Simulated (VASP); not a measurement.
# CoSi (Fm-3m) in VASP: a series of runs

CoSi is run at these levels: r2SCAN; tasks: single point, relaxation of cell and atoms.

Program: VASP 6.6.1. These are calculated values, not measurements. Logs are shortened: lines on timing, memory, paths and dates and some standing lists are left out, and cuts for length are marked.

### 1 The cell of the first run

Symmetry: Fm-3m, No. 225, cubic system. Conventional cell: a = 4.629 Å, b = 4.629 Å, c = 4.629 Å, α = 90.00°, β = 90.00°, γ = 90.00°. Within 3.1 Å of Co (site symmetry m-3m) lie 6 Si at 2.31 Å. Si (site symmetry m-3m) has 6 Co at 2.31 Å within 3.1 Å.

### 2 Single point, r2SCAN

The input, POSCAR:

```
CoSi
1.0
    0.0000000000      2.3144886812      2.3144886812
    2.3144886812      0.0000000000      2.3144886812
    2.3144886812      2.3144886812      0.0000000000
Co Si
1 1
Direct
    0.0000000000      0.0000000000      0.0000000000
    0.5000000000      0.5000000000      0.5000000000
```

The input, INCAR.step1:

```
ALGO     = Normal         # electronic algorithm
EDIFF    = 1E-4           # SCF threshold, eV
ENCUT    = 520            # plane-wave cutoff, eV
GGA      = PE             # functional
ISMEAR   = 0              # smearing method
LASPH    = T              # aspherical terms in the spheres
LCHARG   = F              # write CHGCAR
LREAL    = F              # projectors in reciprocal space
LWAVE    = T              # write WAVECAR
NBANDS   = 14             # bands
NELM     = 80             # most SCF steps
PREC     = Accurate       # precision mode
SIGMA    = 0.1            # smearing width, eV
```

The input, INCAR.step2:

```
ALGO     = Normal         # electronic algorithm
EDIFF    = 1E-6           # SCF threshold, eV
ENCUT    = 520            # plane-wave cutoff, eV
ISIF     = 2              # what is computed and relaxed
ISMEAR   = 0              # smearing method
ISTART   = 1            
LASPH    = T              # aspherical terms in the spheres
LCHARG   = F              # write CHGCAR
LMIXTAU  = T            
LREAL    = F              # projectors in reciprocal space
LWAVE    = F              # write WAVECAR
METAGGA  = R2SCAN         # meta-GGA
NBANDS   = 14             # bands
NELM     = 80             # most SCF steps
PREC     = Accurate       # precision mode
SIGMA    = 0.1            # smearing width, eV
```

The input, KPOINTS:

```
k-points
0
Gamma
  20 20 20
```

Potentials or basis: VASP PAW PBE potentials, release 64 (Co, Si).

Run with:

```sh
> cat potpaw_PBE.64/Co/POTCAR potpaw_PBE.64/Si/POTCAR > POTCAR
> cp INCAR.step1 INCAR
> mpirun -np 1 vasp_std > vasp.out
> cp INCAR.step2 INCAR
> mpirun -np 1 vasp_std > vasp.out
```

OUTCAR:

```text
EDIFF = 1E-6
   ENCUT = 520
   ISIF = 2
   ISMEAR = 0
   ISTART = 1
   LASPH = T
   LREAL = F
   METAGGA = R2SCAN
   NELM = 80
   PREC = Accurate

 ion  position               nearest neighbor table
   1  0.000  0.000  0.000-   2 2.31   2 2.31   2 2.31   2 2.31   2 2.31   2 2.31
   2  0.500  0.500  0.500-   1 2.31   1 2.31   1 2.31   1 2.31   1 2.31   1 2.31

  LATTYP: Found a face centered cubic cell.
 ALAT       =     4.6289773624

  Lattice vectors:

 A1 = (   0.0000000000,   2.3144886812,   2.3144886812)
 A2 = (   2.3144886812,   0.0000000000,   2.3144886812)
 A3 = (   2.3144886812,   2.3144886812,   0.0000000000)

Analysis of symmetry for initial positions (statically):
=====================================================================
 Subroutine PRICEL returns:
 Original cell was already a primitive cell.

 Routine SETGRP: Setting up the symmetry group for a
 face centered cubic supercell.

 Subroutine GETGRP returns: Found 48 space group operations
 (whereof 48 operations were pure point group operations)
 out of a pool of 48 trial point group operations.

The static configuration has the point symmetry O_h .

Analysis of symmetry for dynamics (positions and initial velocities):
=====================================================================
 Subroutine PRICEL returns:
 Original cell was already a primitive cell.

 Routine SETGRP: Setting up the symmetry group for a
 face centered cubic supercell.

 Subroutine GETGRP returns: Found 48 space group operations
 (whereof 48 operations were pure point group operations)
 out of a pool of 48 trial point group operations.

The dynamic configuration has the point symmetry O_h .

 Subroutine INISYM returns: Found 48 space group operations
 (whereof 48 operations are pure point group operations),
 and found     1 'primitive' translations

----------------------------------------------------------------------------------------

                                     Primitive cell

  volume of cell :      24.7968

  direct lattice vectors                    reciprocal lattice vectors
     0.000000000  2.314488681  2.314488681    -0.216030436  0.216030436  0.216030436
     2.314488681  0.000000000  2.314488681     0.216030436 -0.216030436  0.216030436
     2.314488681  2.314488681  0.000000000     0.216030436  0.216030436 -0.216030436

  length of vectors
     3.273181283  3.273181283  3.273181283     0.374175692  0.374175692  0.374175692

  position of ions in fractional coordinates (direct lattice)
     0.000000000  0.000000000  0.000000000
     0.500000000  0.500000000  0.500000000

  ion indices of the primitive-cell ions
   primitive index   ion index
                 1           1
                 2           2

----------------------------------------------------------------------------------------

 KPOINTS: k-points

Automatic generation of k-mesh.
 Grid dimensions read from file:
 generate k-points for:   20   20   20

 Generating k-lattice:

  Cartesian coordinates                     Fractional coordinates (reciprocal lattice)
    -0.010801522  0.010801522  0.010801522     0.050000000  0.000000000  0.000000000
     0.010801522 -0.010801522  0.010801522     0.000000000  0.050000000  0.000000000
     0.010801522  0.010801522 -0.010801522     0.000000000  0.000000000  0.050000000

  Length of vectors
     0.018708785  0.018708785  0.018708785

  Shift w.r.t. Gamma in fractional coordinates (k-lattice)
     0.000000000  0.000000000  0.000000000

 Subroutine IBZKPT returns following result:
 ===========================================

 Found    256 irreducible k-points:

 Following reciprocal coordinates:
            Coordinates               Weight
  0.000000  0.000000  0.000000      1.000000
  0.050000  0.000000  0.000000      8.000000
  0.100000  0.000000  0.000000      8.000000
  0.150000  0.000000  0.000000      8.000000
  0.200000  0.000000  0.000000      8.000000
  0.250000  0.000000  0.000000      8.000000
[... 16 lines left out ...]
 -0.400000  0.050000  0.000000     24.000000
 -0.350000  0.050000  0.000000     24.000000
 [... further k-points ...]
   k-points           NKPTS =    256   k-points in BZ     NKDIM =    256   number of bands    NBANDS=     14
   number of dos      NEDOS =    301   number of ions     NIONS =      2
   total plane-waves  NPLWV =  13824
   dimension x,y,z NGX =    24 NGY =   24 NGZ =   24
   dimension x,y,z NGXF=    48 NGYF=   48 NGZF=   48
   ions per type =               1   1
   NGX,Y,Z   is equivalent  to a cutoff of  12.19, 12.19, 12.19 a.u.
   NGXF,Y,Z  is equivalent  to a cutoff of  24.38, 24.38, 24.38 a.u.
 SYSTEM =  unknown system
   PREC   = accura    normal or accurate (medium, high low for compatibility)
   ISTART =      1    job   : 0-new  1-cont  2-samecut
   ICHARG =      0    charge: 1-file 2-atom 10-const
   ISPIN  =      1    spin polarized calculation?
   LNONCOLLINEAR =      F non collinear calculations
   LSORBIT =      F    spin-orbit coupling
   LASPH  =      T    aspherical Exc in radial PAW
   ENCUT  =  520.0 eV  38.22 Ry    6.18 a.u.   6.09  6.09  6.09*2*pi/ulx,y,z
   NELM   =     80;   NELMIN=  2; NELMDL=  0     # of ELM steps
   EDIFF  = 0.1E-05   stopping-criterion for ELM
   LREAL  =      F    real-space projection
[... 7 lines left out ...]
   TEBEG  =    0.0;   TEEND  =   0.0 temperature during run
   PSTRESS=    0.0 pullay stress
   NELECT =      13.0000    total number of electrons
   NUPDOWN=      -1.0000    fix difference up-down
   EMIN   =  10.00;   EMAX   =-10.00  energy-range for DOS
   EFERMI =   0.00;   METHOD = LEGACY
   ISMEAR =     0;   SIGMA  =   0.10  broadening in eV -4-tet -1-fermi 0-gaus
   EFERMI_NEDOS =   21; number of points for ismear=-14 and -15
   IALGO  =     38    algorithm
   IMIX   =      4    mixing-type and parameters
     AMIX     =   0.40;   BMIX     =  1.00
     AMIX_MAG =   1.60;   BMIX_MAG =  1.00
  volume/ion in A,a.u.               =      12.40        83.67
  Fermi-wavevector in a.u.,A,eV,Ry     =   1.320052  2.494536 23.708643  1.742536
  Thomas-Fermi vector in A             =   2.449906
   LORBIT       =      0    0 simple, 1 ext, 2 COOP (PROOUT), +10 PAW based schemes
   METAGGA = R2SCAN    functional components
   LHFCALC =     F    Hartree Fock is set to
   AEXX    =    0.0000 exact exchange contribution
   IVDW    =     0    specifies the selected vdW correction
   LEPSILON=     F    determine dielectric tensor
   LRPA    =     F    only Hartree local field effects (RPA)
 non-spin polarized calculation
 Gauss-broadening in eV      SIGMA  =   0.10
  energy-cutoff  :      520.00
  volume of cell :       24.80
 maximum number of plane-waves:       692
   NGX = 13   NGY = 13   NGZ = 13

 number of electron      12.9999990 magnetization

 Free energy of the ion-electron system (eV)
  ---------------------------------------------------
  ext. energy  EPLUGINS =         0.00000000
  ---------------------------------------------------
  free energy    TOTEN  =       -21.40922374 eV

  energy without entropy =      -21.40298492  energy(sigma->0) =      -21.40610433

 E-fermi :  10.0110     XC(G=0): -12.9956

 val. band max:       10.0099642930   @ k =  -0.2500   0.3500   0.1500
 cond. band min:      10.0167550421   @ k =  -0.3500   0.1000   0.0000
 fundamental gap:      0.0067907491
 Fermi energy:        10.0110490359

 k-point     1 :       0.0000    0.0000    0.0000
  band No.  band energies     occupation
      1      -2.9333      2.00000
      2       7.9248      2.00000
      3       7.9248      2.00000
      4       7.9248      2.00000
      5       8.1644      2.00000
      6       8.1644      2.00000
      7      14.7988      0.00000
      8      14.7988      0.00000
      9      14.7988      0.00000
     10      21.2824      0.00000
     11      21.2824      0.00000
     12      21.2824      0.00000
     13      23.2026      0.00000
     14      25.6288      0.00000

 k-point     2 :       0.0500    0.0000    0.0000
  band No.  band energies     occupation
      1      -2.8787      2.00000
      2       7.8854      2.00000
      3       7.9337      2.00000
      4       7.9337      2.00000
      5       8.1412      2.00000
      6       8.1412      2.00000
      7      14.5418      0.00000
      8      14.8384      0.00000
      9      14.8384      0.00000
     10      20.9787      0.00000
     11      21.3244      0.00000
     12      21.3244      0.00000
     13      23.7012      0.00000
     14      25.4195      0.00000

 k-point     3 :       0.1000    0.0000    0.0000
  band No.  band energies     occupation
      1      -2.7152      2.00000
      2       7.7626      2.00000
      3       7.9179      2.00000
      4       7.9179      2.00000
      5       8.1191      2.00000
      6       8.1191      2.00000
      7      13.8678      0.00000
      8      14.9505      0.00000
      9      14.9505      0.00000
     10      20.4584      0.00000
     11      21.4186      0.00000
     12      21.4186      0.00000
     13      24.4448      0.00000
     14      24.5597      0.00000

 k-point     4 :       0.1500    0.0000    0.0000
  band No.  band energies     occupation
      1      -2.4444      2.00000
      2       7.5409      2.00000
      3       7.8025      2.00000
      4       7.8025      2.00000
      5       8.1861      2.00000
      6       8.1861      2.00000
      7      12.9784      0.00000
      8      15.1188      0.00000
      9      15.1188      0.00000
     10      19.9453      0.00000
     11      21.4203      0.00000
     12      21.4203      0.00000
     13      23.7165      0.00000
     14      23.7165      0.00000

 k-point     5 :       0.2000    0.0000    0.0000
  band No.  band energies     occupation
      1      -2.0686      2.00000
      2       7.1921      2.00000
      3       7.6318      2.00000
      4       7.6318      2.00000
      5       8.3124      2.00000
      6       8.3124      2.00000
      7      12.0605      0.00000
      8      15.3243      0.00000
      9      15.3244      0.00000
     10      19.4555      0.00000
     11      21.0586      0.00000
[... 276 lines left out ...]
 k-point    22 :      -0.4500    0.0500    0.0000
  band No.  band energies     occupation
      1       1.3562      2.00000
      2       3.2081      2.00000
      3       6.8949      2.00000
      4       6.9323      2.00000
      5       9.0136      2.00000
      6       9.0498      2.00000
      7       9.7584      1.99965
      8      15.7316      0.00000
      9      16.6001      0.00000
     10      17.5663      0.00000
     11      17.7925      0.00000
     12      18.6737      0.00000
     13      25.7390      0.00000
     14      26.6872      0.00000

 k-point    23 :      -0.4000    0.0500    0.0000
  band No.  band energies     occupation
      1       0.6543      2.00000
      2       4.0061      2.00000
      3       6.9586      2.00000
      4       6.9769      2.00000
      5       8.9230      2.00000
      6       9.0015      2.00000
      7       9.8714      1.95171
      8      15.3962      0.00000
      9      17.0548      0.00000
     10      17.5536      0.00000
     11      17.8377      0.00000
     12      18.9936      0.00000
     13      25.7725      0.00000
     14      25.9217      0.00000

 k-point    24 :      -0.3500    0.0500    0.0000
  band No.  band energies     occupation
      1      -0.0836      2.00000
      2       4.8982      2.00000
      3       7.0645      2.00000
      4       7.0668      2.00000
      5       8.7890      2.00000
      6       8.8990      2.00000
      7      10.1009      0.20368
      8      15.1274      0.00000
      9      16.9472      0.00000
     10      18.0102      0.00000
     11      18.1696      0.00000
     12      19.4205      0.00000
     13      25.0380      0.00000
     14      25.8070      0.00000

 [... further k-points ...]

------------------------ aborting loop because EDIFF is reached ----------------------------------------

  FORCE on cell =-STRESS in cart. coord.  units (eV):
  Direction    XX          YY          ZZ          XY          YZ          ZX
  --------------------------------------------------------------------------------------
  -------------------------------------------------------------------------------------
  Total       -0.0189333     -0.0189333     -0.0189333      0.0000000      0.0000000      0.0000000
  in kB       -1.2233232     -1.2233232     -1.2233232      0.0000000      0.0000000      0.0000000
  external PRESSURE =      -1.2233232 kB  Pullay stress =       0.0000000 kB

 VOLUME and BASIS-vectors are now :
 -----------------------------------------------------------------------------
  energy-cutoff  :      520.00
  volume of cell :       24.80
      direct lattice vectors                 reciprocal lattice vectors
     0.000000000  2.314488681  2.314488681    -0.216030436  0.216030436  0.216030436
     2.314488681  0.000000000  2.314488681     0.216030436 -0.216030436  0.216030436
     2.314488681  2.314488681  0.000000000     0.216030436  0.216030436 -0.216030436

 POSITION                                       TOTAL-FORCE (eV/Angst)
 -----------------------------------------------------------------------------------
      0.00000      0.00000      0.00000         0.000000      0.000000     -0.000000
      2.31449      2.31449      2.31449         0.000000      0.000000      0.000000
 -----------------------------------------------------------------------------------
    total drift:                                0.000000     -0.000000     -0.000000

  FREE ENERGIE OF THE ION-ELECTRON SYSTEM (eV)
  ---------------------------------------------------
  free  energy   TOTEN  =       -21.4092237411 eV

  energy  without entropy=      -21.4029849193  energy(sigma->0) =      -21.40610433
```

It took 72 s on 1 thread of Intel Xeon 6975P-C (Granite Rapids), shared host; peak memory 0.22 GiB.

Results:

* Free energy: -21.4092 eV
* Pressure: -0.1 GPa
* Band gap on the k mesh: zero (an odd number of electrons rules out a gap without spin polarisation)

Caveat: the PAW data sets were made with another functional, which shifts forces and pressure a little; an odd number of electrons without spin polarisation forces a metal; a magnetic or distorted state may lie lower.

### 3 Relaxation of cell and atoms, r2SCAN

This run uses another cell than the first one, of 12.37 Å³/atom.

The input, POSCAR:

```
CoSi
1.0
    0.0000000000      2.3124955100      2.3124955100
    2.3124955100      0.0000000000      2.3124955100
    2.3124955100      2.3124955100      0.0000000000
Co Si
1 1
Direct
    0.0000000000      0.0000000000      0.0000000000
    0.5000000000      0.5000000000      0.5000000000
```

The input, INCAR.step1:

```
SYSTEM = CoSi
PREC = Accurate ; ENCUT = 600
ISMEAR = 0 ; SIGMA = 0.1
LREAL = .False. ; LASPH = .True.
NELM = 100 ; GGA = PE
ALGO = Normal ; EDIFF = 1E-4
LWAVE = .True. ; LCHARG = .False.
```

The input, INCAR.step2:

```
SYSTEM = CoSi
PREC = Accurate ; ENCUT = 600
EDIFF = 1E-6 ; ISMEAR = 0
SIGMA = 0.1 ; LREAL = .False.
LASPH = .True. ; NELM = 100
ALGO = Normal ; ISIF = 3
LWAVE = .False. ; LCHARG = .False.
METAGGA = R2SCAN ; LMIXTAU = .True.
IBRION = 2 ; NSW = 100
EDIFFG = -0.01 ; ISTART = 1
```

The input, KPOINTS:

```
Automatic mesh
0
Gamma
  20 20 20
  0 0 0
```

Potentials or basis: VASP PAW PBE potentials, release 64 (Co, Si).

Run with:

```sh
> cat potpaw_PBE.64/Co/POTCAR potpaw_PBE.64/Si/POTCAR > POTCAR
> cp INCAR.step1 INCAR
> mpirun -np 1 vasp_std > vasp.out
> cp INCAR.step2 INCAR
> mpirun -np 1 vasp_std > vasp.out
```

Wall time 4.7 min (1 thread of Intel Xeon 6975P-C (Granite Rapids), shared host); peak memory 0.25 GiB.

The run converged. Its results:

| Property | Result |
| --- | --- |
| Free energy | -21.4092 eV |
| Relaxed volume | 12.40 Å³/atom |
| Relaxed cell | a = 3.273 Å, b = 3.273 Å, c = 3.273 Å, α = 60.00°, β = 60.00°, γ = 60.00° |
| Space group after relaxing (to 0.1 Å) | Fm-3m (No. 225) |
| Energy gained by relaxing | 0.0 meV/atom |
| Ionic steps | 3 |
| Pressure after relaxing | 0.0 GPa |
| Band gap on the k mesh | zero (an odd number of electrons rules out a gap without spin polarisation) |

Final structure:
```xyz
2
Lattice="0.0000 2.3143 2.3143 2.3143 0.0000 2.3143 2.3143 2.3143 0.0000" Properties=species:S:1:pos:R:3 pbc="T T T"
Co    0.0000    0.0000    0.0000
Si    2.3143    2.3143    2.3143
```

Levels at points of the mesh, in eV from the Fermi level:
```tsv
k point	band 4	band 5	band 6	band 7	band 8	band 9
(0.00, 0.00, 0.00)	-2.09	-1.85	-1.85	4.79	4.79	4.79
(0.50, 0.00, 0.00)	-3.10	-0.97	-0.97	-0.26	7.07	7.07
(0.50, 0.50, 0.00)	-1.35	-0.74	-0.74	0.02	0.02	0.39
```

Caveat: the PAW data sets were made with another functional, which shifts forces and pressure a little; an odd number of electrons without spin polarisation forces a metal; a magnetic or distorted state may lie lower.
